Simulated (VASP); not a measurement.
# HfB2 (P6/mmm) in VASP: a series of runs

The runs below take HfB2 through single point, relaxation of cell and atoms, with PBE.

Program: VASP 6.6.1. These are calculated values, not measurements. Logs are shortened: lines on timing, memory, paths and dates and some standing lists are left out, and cuts for length are marked.

## Step 1: The cell of the first run

It takes space group P6/mmm (No. 191, hexagonal). Conventional cell: a = 3.180 Å, b = 3.180 Å, c = 3.550 Å, α = 90.00°, β = 90.00°, γ = 120.00°. Within 3.4 Å of Hf (site symmetry 6/mmm) lie 12 B at 2.55 Å and 6 Hf at 3.18 Å. Within 2.4 Å of B (site symmetry -6m2) lie 3 B at 1.84 Å.

## Step 2: Single point, PBE

Contents of INCAR:

```
PREC     = Accurate       # precision mode
ENCUT    = 520            # plane-wave cutoff, eV
EDIFF    = 1E-6           # SCF threshold, eV
ISMEAR   = -1             # smearing method
SIGMA    = 0.05           # smearing width, eV
LREAL    = False          # projectors in reciprocal space
LASPH    = True           # aspherical terms in the spheres
NELM     = 80             # most SCF steps
ALGO     = Normal         # electronic algorithm
ISIF     = 2              # what is computed and relaxed
LWAVE    = False          # write WAVECAR
LCHARG   = False          # write CHGCAR
GGA      = PE             # functional
NBANDS   = 15             # bands
```

Contents of KPOINTS:

```
regular mesh
0
Gamma
  13 13 10
```

Contents of POSCAR:

```
HfB2
1.0
    3.1802684865      0.0000000000      0.0000000000
   -1.5901342432      2.7541933001      0.0000000000
    0.0000000000      0.0000000000      3.5496661818
Hf B
1 2
Direct
    0.0000000000      0.0000000000      0.0000000000
    0.3333333333      0.6666666667      0.5000000000
    0.6666666667      0.3333333333      0.5000000000
```

Potentials or basis: VASP PAW PBE potentials, release 64 (Hf_pv, B).

On the command line:

```bash
$ cat potpaw_PBE.64/Hf_pv/POTCAR potpaw_PBE.64/B/POTCAR > POTCAR
$ mpirun -np 1 vasp_std > vasp.out
```

OUTCAR:

```text
PREC = Accurate
   ENCUT = 520
   EDIFF = 1E-6
   ISMEAR = -1
   LREAL = False
   LASPH = True
   NELM = 80
   ISIF = 2
   GGA = PE

 ion  position               nearest neighbor table
   1  0.000  0.000  0.000-   2 2.55   3 2.55   2 2.55   3 2.55   2 2.55   2 2.55   3 2.55   3 2.55
                             3 2.55   3 2.55   2 2.55   2 2.55
   2  0.333  0.667  0.500-   3 1.84   3 1.84   3 1.84   1 2.55   1 2.55   1 2.55   1 2.55   1 2.55
                             1 2.55
   3  0.667  0.333  0.500-   2 1.84   2 1.84   2 1.84   1 2.55   1 2.55   1 2.55   1 2.55   1 2.55
                             1 2.55

  LATTYP: Found a hexagonal cell.
 ALAT       =     3.1802684865
 C/A-ratio  =     1.1161529905

  Lattice vectors:

 A1 = (   3.1802684865,   0.0000000000,   0.0000000000)
 A2 = (  -1.5901342432,   2.7541933001,   0.0000000000)
 A3 = (   0.0000000000,   0.0000000000,   3.5496661818)

Analysis of symmetry for initial positions (statically):
=====================================================================
 Subroutine PRICEL returns:
 Original cell was already a primitive cell.

 Routine SETGRP: Setting up the symmetry group for a
 hexagonal supercell.

 Subroutine GETGRP returns: Found 24 space group operations
 (whereof 24 operations were pure point group operations)
 out of a pool of 24 trial point group operations.

The static configuration has the point symmetry D_6h.

Analysis of symmetry for dynamics (positions and initial velocities):
=====================================================================
 Subroutine PRICEL returns:
 Original cell was already a primitive cell.

 Routine SETGRP: Setting up the symmetry group for a
 hexagonal supercell.

 Subroutine GETGRP returns: Found 24 space group operations
 (whereof 24 operations were pure point group operations)
 out of a pool of 24 trial point group operations.

The dynamic configuration has the point symmetry D_6h.

 Subroutine INISYM returns: Found 24 space group operations
 (whereof 24 operations are pure point group operations),
 and found     1 'primitive' translations

----------------------------------------------------------------------------------------

                                     Primitive cell

  volume of cell :      31.0918

  direct lattice vectors                    reciprocal lattice vectors
     3.180268487  0.000000000  0.000000000     0.314438861  0.181541361  0.000000000
    -1.590134243  2.754193300  0.000000000     0.000000000  0.363082722  0.000000000
     0.000000000  0.000000000  3.549666182     0.000000000  0.000000000  0.281716632

  length of vectors
     3.180268487  3.180268486  3.549666182     0.363082722  0.363082722  0.281716632

  position of ions in fractional coordinates (direct lattice)
     0.000000000  0.000000000  0.000000000
     0.333333333  0.666666667  0.500000000
     0.666666667  0.333333333  0.500000000

  ion indices of the primitive-cell ions
   primitive index   ion index
                 1           1
                 2           2
                 3           3

----------------------------------------------------------------------------------------

 KPOINTS: regular mesh

Automatic generation of k-mesh.
 Grid dimensions read from file:
 generate k-points for:   13   13   10

 Generating k-lattice:

  Cartesian coordinates                     Fractional coordinates (reciprocal lattice)
     0.024187605  0.013964720  0.000000000     0.076923077  0.000000000  0.000000000
     0.000000000  0.027929440  0.000000000     0.000000000  0.076923077  0.000000000
     0.000000000  0.000000000  0.028171663     0.000000000  0.000000000  0.100000000

  Length of vectors
     0.027929440  0.027929440  0.028171663

  Shift w.r.t. Gamma in fractional coordinates (k-lattice)
     0.000000000  0.000000000  0.000000000

 Subroutine IBZKPT returns following result:
 ===========================================

 Found    126 irreducible k-points:

 Following reciprocal coordinates:
            Coordinates               Weight
  0.000000  0.000000  0.000000      1.000000
  0.076923  0.000000  0.000000      6.000000
  0.153846  0.000000  0.000000      6.000000
  0.230769  0.000000  0.000000      6.000000
  0.307692  0.000000  0.000000      6.000000
  0.384615  0.000000  0.000000      6.000000
[... 16 lines left out ...]
  0.076923  0.000000  0.100000     12.000000
  0.153846  0.000000  0.100000     12.000000
 [... further k-points ...]
   k-points           NKPTS =    126   k-points in BZ     NKDIM =    126   number of bands    NBANDS=     15
   number of dos      NEDOS =    301   number of ions     NIONS =      3
   total plane-waves  NPLWV =  16128
   dimension x,y,z NGX =    24 NGY =   24 NGZ =   28
   dimension x,y,z NGXF=    48 NGYF=   48 NGZF=   56
   ions per type =               1   2
   NGX,Y,Z   is equivalent  to a cutoff of  12.55, 12.55, 13.11 a.u.
   NGXF,Y,Z  is equivalent  to a cutoff of  25.09, 25.09, 26.23 a.u.
 SYSTEM =  unknown system
   PREC   = accura    normal or accurate (medium, high low for compatibility)
   ISTART =      0    job   : 0-new  1-cont  2-samecut
   ICHARG =      2    charge: 1-file 2-atom 10-const
   ISPIN  =      1    spin polarized calculation?
   LNONCOLLINEAR =      F non collinear calculations
   LSORBIT =      F    spin-orbit coupling
   LASPH  =      T    aspherical Exc in radial PAW
   ENCUT  =  520.0 eV  38.22 Ry    6.18 a.u.   5.91  5.91  6.60*2*pi/ulx,y,z
   NELM   =     80;   NELMIN=  2; NELMDL= -5     # of ELM steps
   EDIFF  = 0.1E-05   stopping-criterion for ELM
   LREAL  =      F    real-space projection
   EDIFFG = 0.1E-04   stopping-criterion for IOM
   NSW    =      0    number of steps for IOM
   IBRION =     -1    ionic relax: 0-MD 1-quasi-New 2-CG
   NFREE  =      0    steps in history (QN), initial steepest desc. (CG)
   ISIF   =      2    stress and relaxation
   ISYM   =      2    0-nonsym 1-usesym 2-fastsym
   POTIM  = 0.5000    time-step for ionic-motion
   TEBEG  =    0.0;   TEEND  =   0.0 temperature during run
   PSTRESS=    0.0 pullay stress
   NELECT =      16.0000    total number of electrons
   NUPDOWN=      -1.0000    fix difference up-down
   EMIN   =  10.00;   EMAX   =-10.00  energy-range for DOS
   EFERMI =   0.00;   METHOD = LEGACY
   ISMEAR =    -1;   SIGMA  =   0.05  broadening in eV -4-tet -1-fermi 0-gaus
   EFERMI_NEDOS =   21; number of points for ismear=-14 and -15
   IALGO  =     38    algorithm
   IMIX   =      4    mixing-type and parameters
     AMIX     =   0.40;   BMIX     =  1.00
     AMIX_MAG =   1.60;   BMIX_MAG =  1.00
  volume/ion in A,a.u.               =      10.36        69.94
  Fermi-wavevector in a.u.,A,eV,Ry     =   1.311897  2.479125 23.416613  1.721073
  Thomas-Fermi vector in A             =   2.442326
   LORBIT       =      0    0 simple, 1 ext, 2 COOP (PROOUT), +10 PAW based schemes
   GGA     = PE    functional components
   LHFCALC =     F    Hartree Fock is set to
   AEXX    =    0.0000 exact exchange contribution
   IVDW    =     0    specifies the selected vdW correction
   LEPSILON=     F    determine dielectric tensor
   LRPA    =     F    only Hartree local field effects (RPA)
 non-spin polarized calculation
  energy-cutoff  :      520.00
  volume of cell :       31.09
 maximum number of plane-waves:       852
 NGX is ok and might be reduce to    24
   NGX = 11   NGY = 11   NGZ = 13

 number of electron      16.0000001 magnetization

 Free energy of the ion-electron system (eV)
  ---------------------------------------------------
  ext. energy  EPLUGINS =         0.00000000
  ---------------------------------------------------
  free energy    TOTEN  =       -26.36406945 eV

  energy without entropy =      -26.36172651  energy(sigma->0) =      -26.36289798

 E-fermi :   7.4311     XC(G=0): -12.3841

 val. band max:        7.4070000123   @ k =   0.3077   0.1538   0.0000
 cond. band min:       7.4952500657   @ k =   0.0769   0.0769   0.3000
 fundamental gap:      0.0882500534
 Fermi energy:         7.4311197849

 k-point     1 :       0.0000    0.0000    0.0000
  band No.  band energies     occupation
      1     -23.4815      2.00000
      2     -23.0252      2.00000
      3     -23.0252      2.00000
      4      -6.1802      2.00000
      5       4.3855      2.00000
      6       4.4696      2.00000
      7       4.5608      2.00000
      8       4.5608      2.00000
      9      11.1207      0.00000
     10      11.1207      0.00000
     11      11.6762      0.00000
     12      11.6762      0.00000
     13      12.0790      0.00000
     14      12.1709      0.00000
     15      12.1709      0.00000

 k-point     2 :       0.0769    0.0000    0.0000
  band No.  band energies     occupation
      1     -23.4751      2.00000
      2     -23.0652      2.00000
      3     -23.0341      2.00000
      4      -6.0578      2.00000
      5       4.1902      2.00000
      6       4.3727      2.00000
      7       4.5138      2.00000
      8       4.5470      2.00000
      9      10.7731      0.00000
     10      11.0361      0.00000
     11      11.1345      0.00000
     12      11.2710      0.00000
     13      12.5208      0.00000
     14      12.7493      0.00000
     15      13.0775      0.00000
[... 365 lines left out ...]
      3     -23.0326      2.00000
      4      -5.9153      2.00000
      5       3.2118      2.00000
      6       4.2703      2.00000
      7       4.6228      2.00000
      8       5.5947      2.00000
      9       9.9811      0.00000
     10       9.9867      0.00000
     11      11.3922      0.00000
     12      11.5671      0.00000
     13      12.6791      0.00000
     14      13.0933      0.00000
     15      13.6326      0.00000

 k-point    24 :       0.1538    0.0000    0.1000
  band No.  band energies     occupation
      1     -23.4779      2.00000
      2     -23.1724      2.00000
      3     -23.0571      2.00000
      4      -5.5678      2.00000
      5       3.1934      2.00000
      6       3.4605      2.00000
      7       4.5123      2.00000
      8       5.5276      2.00000
      9       9.3883      0.00000
     10       9.8289      0.00000
     11      11.6997      0.00000
     12      11.8424      0.00000
     13      12.5570      0.00000
     14      13.8928      0.00000
     15      14.3741      0.00000

 [... further k-points ...]

------------------------ aborting loop because EDIFF is reached ----------------------------------------

  FORCE on cell =-STRESS in cart. coord.  units (eV):
  Direction    XX          YY          ZZ          XY          YZ          ZX
  --------------------------------------------------------------------------------------
  -------------------------------------------------------------------------------------
  Total       -1.7991830     -1.7991830     -1.9653864     -0.0000000      0.0000000      0.0000000
  in kB      -92.7129083    -92.7129083   -101.2774607     -0.0000000      0.0000000      0.0000000
  external PRESSURE =     -95.5677591 kB  Pullay stress =       0.0000000 kB

 VOLUME and BASIS-vectors are now :
 -----------------------------------------------------------------------------
  energy-cutoff  :      520.00
  volume of cell :       31.09
      direct lattice vectors                 reciprocal lattice vectors
     3.180268487  0.000000000  0.000000000     0.314438861  0.181541361  0.000000000
    -1.590134243  2.754193300  0.000000000     0.000000000  0.363082722  0.000000000
     0.000000000  0.000000000  3.549666182     0.000000000  0.000000000  0.281716632

 POSITION                                       TOTAL-FORCE (eV/Angst)
 -----------------------------------------------------------------------------------
      0.00000      0.00000      0.00000        -0.000000     -0.000000      0.000000
     -0.00000      1.83613      1.77483         0.000000     -0.000000      0.000000
      1.59013      0.91806      1.77483        -0.000000      0.000000      0.000000
 -----------------------------------------------------------------------------------
    total drift:                               -0.000000      0.000000      0.000000

  FREE ENERGIE OF THE ION-ELECTRON SYSTEM (eV)
  ---------------------------------------------------
  free  energy   TOTEN  =       -26.3640694476 eV

  energy  without entropy=      -26.3617265094  energy(sigma->0) =      -26.36289798
```

Wall time 30 s (1 thread of AMD EPYC 9R14 (Zen 4), shared host); peak memory 0.15 GiB.

What came out:

```
Free energy            : -26.3641 eV
Pressure               : -9.6 GPa
Band gap on the k mesh : zero (bands 8 and 9 overlap by 0.96 eV)
```

Levels at points of the mesh, in eV from the Fermi level:
```csv
k point,band 4,band 5,band 6,band 7,band 8,band 9,band 10,band 11,band 12,band 13
"(0.00, 0.00, 0.00)",-13.61,-3.05,-2.96,-2.87,-2.87,3.69,3.69,4.25,4.25,4.65
"(0.00, 0.00, 0.50)",-11.42,-8.31,-1.27,-1.27,0.26,0.26,0.85,0.85,1.87,4.89
```

Caveat: the cell stands under tension; spin-orbit coupling is left out, which moves the levels of the heavy elements.

(Part 1 of 2 ends here.)
